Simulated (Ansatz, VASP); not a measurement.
**PbO: VASP beside Ansatz**

```
CELL_PARAMETERS angstrom
3.97440 0.00000 0.00000
0.00000 3.97440 0.00000
0.00000 0.00000 5.02200
ATOMIC_POSITIONS crystal
Pb 0.00000 0.50000 0.24026
Pb 0.50000 0.00000 0.75974
O 0.00000 0.00000 0.00000
O 0.50000 0.50000 0.00000
```

Alike in both runs: functional PBE; k mesh 6 × 6 × 5; occupations fermi-dirac, width 0.02 eV; no spin polarisation.

Ansatz relaxed the structure, and its values are those at the end. VASP's run is a single point on that final structure, the one shown.

|  | VASP | Ansatz |
| --- | --- | --- |
| version | VASP 6.6.1 | Ansatz 0.2.0 |
| potentials or method | VASP PAW PBE potentials, release 64 (Pb_d, O) | plane-wave PAW, scalar-relativistic |
| plane-wave cutoff (eV) | 520 | 420 |
| valence electrons in the cell | 40 | 40 |

VASP gave:

```
gap on the k mesh at the Fermi level (eV) : 1.12
pressure (GPa)                            : 3.5
rms of the force components (eV/Å)        : 0.021
```

Estimate Ansatz's values.

gap on the k mesh at the Fermi level (eV): 1.11; pressure (GPa): 3.4; rms of the force components (eV/Å): 0.005.

With one functional, cell and mesh, what is left measures potentials, basis and numerics. Ansatz's warnings: stress scf threshold loose.

Spin-orbit coupling is off throughout.
